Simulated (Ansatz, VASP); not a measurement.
# WC in VASP and in Ansatz

```xyz
2
Lattice="0.0000 2.1727 2.1727 2.1727 0.0000 2.1727 2.1727 2.1727 0.0000" Properties=species:S:1:pos:R:3 pbc="T T T"
W     2.1727    2.1727    2.1727
C     0.0000    0.0000    0.0000
```

Alike in both runs: functional PBEsol; k mesh 16 × 16 × 16; occupations gaussian, width 0.1 eV; no spin polarisation.

Ansatz relaxed the structure, and its values are those at the end. VASP's run is a single point on that final structure, the one shown.

```csv
,VASP,Ansatz
version,VASP 6.6.1,Ansatz 0.2.0
potentials or method,"VASP PAW PBE potentials, release 64 (W_sv, C), cutoff 600 eV","scalar-relativistic, plane waves, PAW"
valence electrons in the cell,18,18
```

```csv
,VASP,Ansatz,Ansatz less VASP
gap on the k mesh at the Fermi level (eV),none,none,-
pressure (GPa),1.1,0.0,-1.05
```

VASP's potentials were made for PBE, not for PBEsol. A gap of «none» marks a metal or a gap that the smearing closes. The functional is the same, so the differences come from potentials, cutoffs and numerics.

Neither program's run includes spin-orbit coupling.
